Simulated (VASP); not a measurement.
Wanted: the native input for a VASP 6.6.1 run.

| Item | Value |
| --- | --- |
| Task | single point |
| Functional | PBE |
| Potentials or basis | VASP PAW PBE potentials, release 64 (Cd, S) |
| Cutoff | 520 eV |
| k mesh | 1 × 1 × 1, shifted |
| Occupations | gaussian, width 0.01 eV |
| Spin | no spin polarisation |
| Dipole correction | no |
| Further INCAR settings | LREAL = Auto; ALGO = Normal; EDIFF = 1e-06; NBANDS = 166 |

The structure of CdS lies in POSCAR:

```
CdS
1.0
    8.3277842477     -0.0000000577      0.0000000000
   -4.1638920739      7.2120727445      0.0000000000
    0.0000000000      0.0000000000     13.5350132752
Cd S
16 16
Direct
    0.3333333334      0.1666666666      0.2500526156
    0.1666666666      0.3333333334      0.0000526156
    0.3333333334      0.1666666666      0.7500526156
    0.1666666666      0.3333333334      0.5000526156
    0.3333333334      0.6666666666      0.2500526156
    0.1666666666      0.8333333333      0.0000526156
    0.3333333334      0.6666666666      0.7500526156
    0.1666666666      0.8333333333      0.5000526156
    0.8333333333      0.1666666666      0.2500526156
    0.6666666666      0.3333333334      0.0000526156
    0.8333333333      0.1666666666      0.7500526156
    0.6666666666      0.3333333334      0.5000526156
    0.8333333333      0.6666666666      0.2500526156
    0.6666666666      0.8333333333      0.0000526156
    0.8333333333      0.6666666666      0.7500526156
    0.6666666666      0.8333333333      0.5000526156
    0.3333333334      0.1666666666      0.4384473844
    0.1666666666      0.3333333334      0.1884473844
    0.3333333334      0.1666666666      0.9384473844
    0.1666666666      0.3333333334      0.6884473844
    0.3333333334      0.6666666666      0.4384473844
    0.1666666666      0.8333333333      0.1884473844
    0.3333333334      0.6666666666      0.9384473844
    0.1666666666      0.8333333333      0.6884473844
    0.8333333333      0.1666666666      0.4384473844
    0.6666666666      0.3333333334      0.1884473844
    0.8333333333      0.1666666666      0.9384473844
    0.6666666666      0.3333333334      0.6884473844
    0.8333333333      0.6666666666      0.4384473844
    0.6666666666      0.8333333333      0.1884473844
    0.8333333333      0.6666666666      0.9384473844
    0.6666666666      0.8333333333      0.6884473844
```

The input as run:

INCAR

```
SYSTEM = CdS
ALGO = Normal
EDIFF = 1E-6
ENCUT = 520
GGA = PE
ISIF = 2
ISMEAR = 0
LASPH = .TRUE.
LCHARG = .FALSE.
LREAL = Auto
LWAVE = .FALSE.
NBANDS = 166
NELM = 60
PREC = Accurate
SIGMA = 0.01
```

KPOINTS

```
Automatic mesh
0
Gamma
  1 1 1
  0.25 0.25 0.25
```

Potentials or basis: VASP PAW PBE potentials, release 64 (Cd, S).

Command:

```console
$ cat potpaw_PBE.64/Cd/POTCAR potpaw_PBE.64/S/POTCAR > POTCAR
$ mpirun -np 1 vasp_std > vasp.out
```

It gave:

- Pressure: 1.2 GPa
- Largest force: 0.080 eV/Å
- Band gap on the k mesh: 3.24 eV

Caveat: the k points lie up to 0.87 Å⁻¹ apart, too coarse for converged energies, forces and pressures; a shifted mesh leaves out Γ, where band edges can lie.

Wall time 3.8 min on 1 thread of Intel(R) Xeon(R) 6975P-C (Granite Rapids), with other jobs on the host, peak memory 0.89 GiB.
